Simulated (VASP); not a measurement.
Wanted: the native input for a VASP 6.6.1 run.

```
Task                   : single point
Functional             : PBEsol
Potentials or basis    : VASP PAW PBE potentials, release 64 (S, Na_pv)
Cutoff                 : 500 eV
k mesh                 : 4 × 4 × 4
Occupations            : gaussian, width 0.01 eV
Spin                   : no spin polarisation
Dipole correction      : no
Further INCAR settings : ALGO = Normal; EDIFF = 1e-06; NBANDS = 17
```

The structure of Na2S lies in POSCAR:

```
Na2S
1.0
    0.0000000000      3.2554324741      3.2554324741
    3.2554324741      0.0000000000      3.2554324741
    3.2554324741      3.2554324741      0.0000000000
S Na
1 2
Direct
    0.0000000000      0.0000000000      0.0000000000
    0.2500000000      0.2500000000      0.2500000000
    0.7500000000      0.7500000000      0.7500000000
```

These files were run (other wordings do the same):

INCAR

```
SYSTEM = Na2S
PREC = Accurate ; ENCUT = 500
EDIFF = 1E-6 ; ISMEAR = 0
SIGMA = 0.01 ; LREAL = .FALSE.
LASPH = .TRUE. ; NELM = 120
ALGO = Normal ; ISIF = 2
LWAVE = .FALSE. ; LCHARG = .FALSE.
GGA = PS ; NBANDS = 17
GGA_COMPAT = .FALSE.
```

KPOINTS

```
Automatic mesh
0
G
  4 4 4
  0 0 0
```

Potentials or basis: VASP PAW PBE potentials, release 64 (S, Na_pv).

Run with:

```sh
$ cat potpaw_PBE.64/S/POTCAR potpaw_PBE.64/Na_pv/POTCAR > POTCAR
$ mpirun -np 1 vasp_std > vasp.out
```

Results of the run:

| Item | Value |
| --- | --- |
| Pressure | -0.1 GPa |
| Band gap on the k mesh | 2.41 eV, direct |

Caveat: the PAW data sets were made with another functional, which shifts forces and pressure a little.

Wall time 8 s on 1 thread of Intel(R) Xeon(R) 6975P-C (Granite Rapids) (shared host), peak memory 0.19 GiB.
